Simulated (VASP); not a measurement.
Wanted: the native input for a VASP 6.6.1 run.

* Task: single point
* Functional: PBE
* Potentials or basis: VASP PAW PBE potentials, release 64 (Si, W_sv)
* Cutoff: 400 eV
* k mesh: 1 × 1 × 1, shifted
* Occupations: fermi-dirac, width 0.1224 eV
* Spin: no spin polarisation
* Dipole correction: no
* Mended: yes
* Further INCAR settings: LREAL = Auto; ALGO = Normal; EDIFF = 1e-06; NBANDS = 111; ISYM = -1

The structure of Si5W3 lies in POSCAR:

```
Si5W3
1.0
    7.2041990000     -0.0818820000      0.0070510000
   -0.0818820000      7.4902340000      0.1623590000
    0.0070510000      0.1623590000      7.4951860000
Si W
15 9
Direct
    0.6720609945      0.8449255152      0.2731593367
    0.0497589815      0.7626468065      0.8558276708
    0.1743502447      0.7533808897      0.5594207387
    0.2002882804      0.2014984759      0.3359054300
    0.9264220134      0.0718240457      0.8636440134
    0.5618803743      0.6588650363      0.0537733838
    0.2953035786      0.8982465099      0.3149163222
    0.5743789873      0.9447497208      0.5967197390
    0.5127505943      1.0016064954      0.9777654306
   -0.0279545964      0.8265426088      0.1957789275
    0.2693892608      0.3099050228      1.0086228236
    0.6713366913      0.3748688363      0.0355821824
    0.1122794934      0.4418457409      0.5026803450
    0.6985407699      0.5843792085      0.7537118312
    0.9179882974      0.3372342470      0.2385534194
    0.2218624468      0.6256583371      0.1215343270
    0.4908472998      0.5492204254      0.3726621536
    0.9088990363      0.9713969670      0.4985672554
    0.3494398848      0.5012618206      0.7629913029
    0.8339978956      0.6084919298      0.4552163668
    0.9575645214      0.4238295104      0.8674855670
    0.6107212903      0.2244549328      0.7128222736
    0.2598789750      0.1934426537      0.6689291550
    0.5851369146      0.2070361414      0.3848757081
```

These files were run (other wordings do the same):

INCAR

```
ALGO = Normal
EDIFF = 1E-6
ENCUT = 400
GGA = PE
GGA_COMPAT = False
ISIF = 2
ISMEAR = -1
ISYM = -1
LASPH = True
LCHARG = False
LREAL = Auto
LWAVE = False
NBANDS = 111
NELM = 120
PREC = Accurate
SIGMA = 0.1224
```

KPOINTS

```
explicit points
1
Reciprocal
  0.25000000   0.25000000   0.25000000 1
```

Potentials or basis: VASP PAW PBE potentials, release 64 (Si, W_sv).

The run is started by

```sh
$ cat potpaw_PBE.64/Si/POTCAR potpaw_PBE.64/W_sv/POTCAR > POTCAR
$ mpirun -np 1 vasp_std > vasp.out
```

Results of the run:

| Item | Value |
| --- | --- |
| Pressure | -1.1 GPa |
| Largest force | 3.961 eV/Å |

Caveat: the atoms stand as in a frame of molecular dynamics.

Run time: 54 s on 1 thread of AMD EPYC 9R45 96-Core Processor (Zen 5), on a shared host, peak memory 0.3 GiB.
